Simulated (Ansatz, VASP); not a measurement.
Two plane-wave programs on AlCu6

INCAR

```
SYSTEM = AlCu6
PREC = Accurate
ENCUT = 600
EDIFF = 1E-7
ISMEAR = 0
SIGMA = 0.2
LREAL = .FALSE.
LASPH = .TRUE.
NELM = 120
ALGO = Normal
ISIF = 3
LWAVE = .FALSE.
LCHARG = .FALSE.
GGA = PE
IBRION = 2
NSW = 36
EDIFFG = -0.08
GGA_COMPAT = .FALSE.
NELMIN = 4
```

Contents of KPOINTS:

```
regular mesh
0
G
  3 3 5
  0 0 0
```

File POSCAR:

```
AlCu6
1.0
    5.3223850400      0.0000000000      0.0000000000
    0.0000000000      5.3223850400      0.0000000000
    0.0000000000      0.0000000000      3.4001515800
Al Cu
1 6
Direct
    0.0000000000      0.0000000000      0.5000000000
    0.2501322000      0.5000000000      0.0000000000
    0.7498678000      0.5000000000      0.0000000000
    0.5000000000      0.2501322000      0.0000000000
    0.5000000000      0.7498678000      0.0000000000
    0.0000000000      0.5000000000      0.5000000000
    0.5000000000      0.0000000000      0.5000000000
```

Input for Ansatz:

```yaml
crystal:
  lattice:
    - [5.32238504, 0.0, 0.0]
    - [0.0, 5.32238504, 0.0]
    - [0.0, 0.0, 3.40015158]
  atoms:
    - { symbol: Al, position: [0.0, 0.0, 0.5] }
    - { symbol: Cu, position: [0.2501322, 0.5, 0.0] }
    - { symbol: Cu, position: [0.7498678, 0.5, 0.0] }
    - { symbol: Cu, position: [0.5, 0.2501322, 0.0] }
    - { symbol: Cu, position: [0.5, 0.7498678, 0.0] }
    - { symbol: Cu, position: [0.0, 0.5, 0.5] }
    - { symbol: Cu, position: [0.5, 0.0, 0.5] }
basis:
  ecutwfc: 420
kpoints:
  mp_grid: { grid: [3, 3, 5] }
hamiltonian:
  xc: pbe
scf:
  occupations: { method: gaussian, width: 0.2 }
  lower_state_search: "off"
output:
  forces: true
  stress: true
  eigenvalues: true
relax:
  adjacent_minimum: "off"
  f_tol: 0.08
  max_steps: 16
  cell: { stress_tol: 0.8 }
```

Alike in both runs: task relaxation of cell and atoms; functional PBE; k mesh 3 × 3 × 5; occupations gaussian, width 0.2 eV; no spin polarisation.

|  | VASP | Ansatz |
| --- | --- | --- |
| version | VASP 6.6.1 | Ansatz 0.2.0 |
| potentials or method | VASP PAW PBE potentials, release 64 (Al, Cu), cutoff 600 eV | scalar-relativistic, plane waves, PAW |
| valence electrons in the cell | 69 | 117 |

|  | VASP | Ansatz | Ansatz less VASP |
| --- | --- | --- | --- |
| gap on the k mesh at the Fermi level, each at its own relaxed structure (eV) | none | none | - |
| relaxed volume (Å³/atom) | 18.15 | 17.97 | -0.185 |
| relaxed length of the cell vector where the two differ most in proportion (Å) | 5.509 | 5.484 | -0.0247 |

A gap of «none» marks a metal or a gap that the smearing closes. VASP's potentials hold 69 valence electrons a cell and Ansatz's 117, so a difference there can come from the potentials and not from the codes.

The k mesh is coarse, so the values compare programs but aren't converged. Noted on VASP's run: the volume moved by over 15 % at a fixed basis, so the end points are rough.
